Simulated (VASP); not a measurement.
# Hf (I4/mmm) in VASP: a series of runs

Runs on Hf. Level: PBEsol. Tasks: single point.

All numbers are computed with VASP 6.6.1; they aren't measurements. Logs are shortened: lines on timing, memory, paths and dates and some standing lists are left out, and cuts for length are marked.

### 1 The cell of the first run

Symmetry: I4/mmm, No. 139, tetragonal system. Conventional cell: a = 3.610 Å, b = 3.610 Å, c = 3.393 Å, α = 90.00°, β = 90.00°, γ = 90.00°. Within 4.0 Å of Hf (site symmetry 4/mmm) lie 14 Hf at 3.07 to 3.61 Å.

### 2 Single point, PBEsol (strain -0.0600 x Voigt [1, 0, 0, 0, 0, 0])

Contents of INCAR:

```
  PREC = Accurate
  ENCUT = 520
  EDIFF = 1E-7
  ISMEAR = 0
  SIGMA = 0.15
  LREAL = False
  LASPH = True
  NELM = 100
  ALGO = Fast
  ISIF = 2
  LWAVE = False
  LCHARG = False
  GGA = PS
  NBANDS = 11
```

Contents of KPOINTS:

```
regular mesh
0
Gamma
  18 18 18
```

Contents of POSCAR:

```
Hf
1.0
   -1.6967000000      1.8050000000      1.8050000000
    1.6967000000     -1.8050000000      1.8050000000
    1.6967000000      1.8050000000     -1.8050000000
Hf
1
Direct
    0.0000000000      0.0000000000      0.0000000000
```

Potentials or basis: VASP PAW PBE potentials, release 64 (Hf_pv).

Command:

```bash
$ cat potpaw_PBE.64/Hf_pv/POTCAR > POTCAR
$ mpirun -np 1 vasp_std > vasp.out
```

OUTCAR:

```text
PREC = Accurate
   ENCUT = 520
   EDIFF = 1E-7
   ISMEAR = 0
   LREAL = False
   LASPH = True
   NELM = 100
   ISIF = 2
   GGA = PS

 ion  position               nearest neighbor table
   1  0.000  0.000  0.000-

  LATTYP: Found a body centered tetragonal cell.
 ALAT       =     3.6100000000
 C/A-ratio  =     0.9400000000

  Lattice vectors:

 A1 = (  -1.6967000000,   1.8050000000,  -1.8050000000)
 A2 = (  -1.6967000000,  -1.8050000000,   1.8050000000)
 A3 = (   1.6967000000,   1.8050000000,   1.8050000000)

Analysis of symmetry for initial positions (statically):
=====================================================================
 Subroutine PRICEL returns:
 Original cell was already a primitive cell.

 Routine SETGRP: Setting up the symmetry group for a
 body centered tetragonal supercell.

 Subroutine GETGRP returns: Found 16 space group operations
 (whereof 16 operations were pure point group operations)
 out of a pool of 16 trial point group operations.

The static configuration has the point symmetry D_4h.

Analysis of symmetry for dynamics (positions and initial velocities):
=====================================================================
 Subroutine PRICEL returns:
 Original cell was already a primitive cell.

 Routine SETGRP: Setting up the symmetry group for a
 body centered tetragonal supercell.

 Subroutine GETGRP returns: Found 16 space group operations
 (whereof 16 operations were pure point group operations)
 out of a pool of 16 trial point group operations.

The dynamic configuration has the point symmetry D_4h.

 Subroutine INISYM returns: Found 16 space group operations
 (whereof 16 operations are pure point group operations),
 and found     1 'primitive' translations

----------------------------------------------------------------------------------------

                                     Primitive cell

  volume of cell :      22.1116

  direct lattice vectors                    reciprocal lattice vectors
    -1.696700000  1.805000000  1.805000000     0.000000000  0.277008310  0.277008310
     1.696700000 -1.805000000  1.805000000     0.294689692  0.000000000  0.277008310
     1.696700000  1.805000000 -1.805000000     0.294689692  0.277008310  0.000000000

  length of vectors
     3.065100470  3.065100470  3.065100470     0.391748909  0.404444827  0.404444827

  position of ions in fractional coordinates (direct lattice)
     0.000000000  0.000000000  0.000000000

  ion indices of the primitive-cell ions
   primitive index   ion index
[... 81 lines left out ...]
   POTIM  = 0.5000    time-step for ionic-motion
   TEBEG  =    0.0;   TEEND  =   0.0 temperature during run
   PSTRESS=    0.0 pullay stress
   NELECT =      10.0000    total number of electrons
   NUPDOWN=      -1.0000    fix difference up-down
   EMIN   =  10.00;   EMAX   =-10.00  energy-range for DOS
   EFERMI =   0.00;   METHOD = LEGACY
   ISMEAR =     0;   SIGMA  =   0.15  broadening in eV -4-tet -1-fermi 0-gaus
   EFERMI_NEDOS =   21; number of points for ismear=-14 and -15
   IALGO  =     68    algorithm
   IMIX   =      4    mixing-type and parameters
     AMIX     =   0.40;   BMIX     =  1.00
     AMIX_MAG =   1.60;   BMIX_MAG =  1.00
  volume/ion in A,a.u.               =      22.11       149.22
  Fermi-wavevector in a.u.,A,eV,Ry     =   1.256613  2.374655 21.484649  1.579077
  Thomas-Fermi vector in A             =   2.390313
   LORBIT       =      0    0 simple, 1 ext, 2 COOP (PROOUT), +10 PAW based schemes
   GGA     = PS    functional components
   LHFCALC =     F    Hartree Fock is set to
   AEXX    =    0.0000 exact exchange contribution
   IVDW    =     0    specifies the selected vdW correction
   LEPSILON=     F    determine dielectric tensor
   LRPA    =     F    only Hartree local field effects (RPA)
 non-spin polarized calculation
 RMM-DIIS sequential band-by-band and
 Gauss-broadening in eV      SIGMA  =   0.15
  energy-cutoff  :      520.00
  volume of cell :       22.11
 maximum number of plane-waves:       610
   NGX = 11   NGY = 11   NGZ = 11

 number of electron      10.0000000 magnetization

 number of electron       9.9999999 magnetization

 Free energy of the ion-electron system (eV)
  ---------------------------------------------------
  ext. energy  EPLUGINS =         0.00000000
  ---------------------------------------------------
  free energy    TOTEN  =       -10.34143687 eV

  energy without entropy =      -10.31970327  energy(sigma->0) =      -10.33057007

 E-fermi :   4.5050     XC(G=0): -11.4443

 val. band max:        4.5015783232   @ k =  -0.3889  -0.4444   0.1667
 cond. band min:       4.5051856132   @ k =   0.1667   0.1111   0.1111
 fundamental gap:      0.0036072899
 Fermi energy:         4.5049551573

 k-point     1 :       0.0000    0.0000    0.0000
  band No.  band energies     occupation
      1     -25.2475      2.00000
      2     -25.2475      2.00000
      3     -25.2413      2.00000
      4      -2.5867      2.00000
      5       5.5654      0.00000
      6       6.2839      0.00000
      7       6.2839      0.00000
      8       8.3090      0.00000
      9       9.3069      0.00000
     10      17.5663      0.00000
     11      17.5663      0.00000
[... 309 lines left out ...]
 k-point    24 :       0.2222    0.1111    0.0000
  band No.  band energies     occupation
      1     -25.7822      2.00000
      2     -25.4065      2.00000
      3     -25.2715      2.00000
      4       0.0063      2.00000
      5       4.5333      0.78956
      6       5.0108      0.00000
      7       7.7601      0.00000
      8       9.2056      0.00000
      9       9.3655      0.00000
     10      17.2239      0.00000
     11      18.5247      0.00000

 [... further k-points ...]

------------------------ aborting loop because EDIFF is reached ----------------------------------------

  FORCE on cell =-STRESS in cart. coord.  units (eV):
  Direction    XX          YY          ZZ          XY          YZ          ZX
  --------------------------------------------------------------------------------------
  -------------------------------------------------------------------------------------
  Total       -0.8513326     -0.3865382     -0.3865382      0.0000000      0.0000000      0.0000000
  in kB      -61.6865339    -28.0080954    -28.0080954      0.0000000      0.0000000      0.0000000
  external PRESSURE =     -39.2342415 kB  Pullay stress =       0.0000000 kB

 VOLUME and BASIS-vectors are now :
 -----------------------------------------------------------------------------
  energy-cutoff  :      520.00
  volume of cell :       22.11
      direct lattice vectors                 reciprocal lattice vectors
    -1.696700000  1.805000000  1.805000000     0.000000000  0.277008310  0.277008310
     1.696700000 -1.805000000  1.805000000     0.294689692  0.000000000  0.277008310
     1.696700000  1.805000000 -1.805000000     0.294689692  0.277008310  0.000000000

 POSITION                                       TOTAL-FORCE (eV/Angst)
 -----------------------------------------------------------------------------------
      0.00000      0.00000      0.00000        -0.000000     -0.000000      0.000000
 -----------------------------------------------------------------------------------
    total drift:                                0.000000     -0.000000     -0.000000

  FREE ENERGIE OF THE ION-ELECTRON SYSTEM (eV)
  ---------------------------------------------------
  free  energy   TOTEN  =       -10.3414368747 eV

  energy  without entropy=      -10.3197032733  energy(sigma->0) =      -10.33057007
```

stdout:

```text
POSCAR found type information on POSCAR Hf
 POSCAR found :  1 types and       1 ions
 scaLAPACK will be used
 -----------------------------------------------------------------------------
|                                                                             |
|                                                                             |
|     You enforced a specific xc type in the INCAR file but a different       |
|     I HOPE YOU KNOW WHAT YOU ARE DOING!                                     |
|                                                                             |
 -----------------------------------------------------------------------------

 LDA part: xc-table for (Slater+PW92), standard interpolation
 POSCAR, INCAR and KPOINTS ok, starting setup
 FFT: planning ... GRIDC
 FFT: planning ... GRID_SOFT
 FFT: planning ... GRID
 WAVECAR not read
 entering main loop
WARNING in EDDRMM: call to ZHEGV failed, returncode =   6  3     10
WARNING in EDDRMM: call to ZHEGV failed, returncode =   6  3     10
WARNING in EDDRMM: call to ZHEGV failed, returncode =   6  3     11
```

Wall time 71 s (1 thread of AMD EPYC 9R45 (Zen 5), shared host); peak memory 0.2 GiB.

What came out:

```yaml
Free_energy: -10.3414 eV
Pressure: -3.9 GPa
Band_gap_on_the_k_mesh: zero (bands 5 and 6 overlap by 2.08 eV)
```

Caveat: the cell differs from its parent crystal (strain -0.0600 x Voigt [1, 0, 0, 0, 0, 0]); the cell stands under tension; the PAW data sets were made with another functional, which shifts forces and pressure a little; spin-orbit coupling is left out, which moves the levels of the heavy elements.

### 3 Single point, PBEsol (strain +0.0600 x Voigt [1, 0, 0, 0, 0, 0])

Contents of INCAR:

```
SYSTEM = Hf
ALGO = Fast ; EDIFF = 1E-6
ENCUT = 520 ; GGA = PS
ISIF = 2 ; ISMEAR = 0
LASPH = .True. ; LCHARG = .False.
LREAL = .False. ; LWAVE = .False.
NBANDS = 11 ; NELM = 60
PREC = Accurate ; SIGMA = 0.15
```

Contents of KPOINTS:

```
k-points
0
Gamma
  18 18 18
  0 0 0
```

Contents of POSCAR:

```
Hf
1.0
   -1.9133000000      1.8050000000      1.8050000000
    1.9133000000     -1.8050000000      1.8050000000
    1.9133000000      1.8050000000     -1.8050000000
Hf
1
Direct
    0.0000000000      0.0000000000      0.0000000000
```

Potentials or basis: VASP PAW PBE potentials, release 64 (Hf_pv).

Command:

```bash
$ cat potpaw_PBE.64/Hf_pv/POTCAR > POTCAR
$ mpirun -np 1 vasp_std > vasp.out
```

It took 88 s on 1 thread of AMD EPYC 9R45 (Zen 5), shared host; peak memory 0.21 GiB.

It converged, with:

| Property | Result |
| --- | --- |
| Free energy | -10.1809 eV |
| Pressure | -13.1 GPa |
| Band gap on the k mesh | zero (bands 5 and 6 overlap by 2.01 eV) |

Stress tensor (GPa, compression positive):
```
-11.32   0.00   0.00
  0.00 -13.98   0.00
  0.00   0.00 -13.98
```

Levels at points of the mesh, in eV from the Fermi level:
```
           k point  band 1  band 2  band 3  band 4  band 5  band 6  band 7  band 8  band 9  band 10
(0.00, 0.00, 0.00)  -30.24  -30.24  -30.24   -6.71    1.23    1.23    1.77    3.48    4.21    12.27
(0.50, 0.00, 0.00)  -30.80  -30.44  -30.26   -3.02   -0.74    0.93    4.13    4.80    6.73     8.84
(0.00, 0.50, 0.00)  -30.81  -30.41  -30.23   -3.13   -0.16    0.63    3.28    4.57    6.58     8.63
(0.50, 0.50, 0.50)  -30.68  -30.62  -30.62   -2.24   -2.09    5.56    5.85    6.02    6.02     6.83
```

Caveat: the cell differs from its parent crystal (strain +0.0600 x Voigt [1, 0, 0, 0, 0, 0]); the cell stands under tension; the PAW data sets were made with another functional, which shifts forces and pressure a little; spin-orbit coupling is left out, which moves the levels of the heavy elements.
